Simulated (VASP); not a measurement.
## BN: single point with PBE

The system is BN, a slab with vacuum.

```
CELL_PARAMETERS angstrom
2.56306 0.00000 0.00000
0.00000 3.62471 0.00000
0.00000 0.00000 18.56310
ATOMIC_POSITIONS crystal
B 0.25000 0.12500 0.43096
B 0.75000 0.62500 0.50000
B 0.25000 0.12500 0.56904
N 0.75000 0.87500 0.43096
N 0.25000 0.37500 0.50000
N 0.75000 0.87500 0.56904
```

* Program: VASP 6.6.1
* Task: single point
* Functional: PBE
* Potentials or basis: VASP PAW PBE potentials, release 64 (B, N)
* Cutoff: 520 eV
* k mesh: 12 × 8 × 1
* Occupations: fermi-dirac, width 0.02 eV
* Spin: no spin polarisation

| Item | Value |
| --- | --- |
| Largest force | 6.228 eV/Å |
| Band gap on the k mesh | 0.72 eV |

Forces in eV/Å, atoms in the order of the input:
```
B    0.000 -5.244  3.360
B    0.000  0.772  0.000
B    0.000 -5.244 -3.360
N    0.000  3.888 -2.183
N    0.000  1.941  0.000
N    0.000  3.888  2.183
```

Levels at points of the mesh, in eV from the valence-band top:
```tsv
k point	band 9	band 10	band 11	band 12	band 13	band 14	band 15	band 16
(0.00, 0.00, 0.00)	-2.00	-1.97	-0.77	-0.60	1.13	3.33	4.77	5.31
(0.50, 0.00, 0.00)	-4.84	-4.33	-1.84	0.00	0.72	2.54	5.12	7.95
(0.00, 0.50, 0.00)	-2.46	-1.86	-1.79	-0.29	1.29	2.15	6.92	7.69
(0.50, 0.50, 0.00)	-4.50	-4.11	-1.21	-0.03	1.33	2.54	8.89	9.52
```

Wall time 97 s on 1 thread of AMD EPYC 9R45 96-Core Processor (Zen 5), on a shared host, peak memory 0.28 GiB.

Caveat: semilocal functionals underestimate gaps, and a narrow one can read as zero.
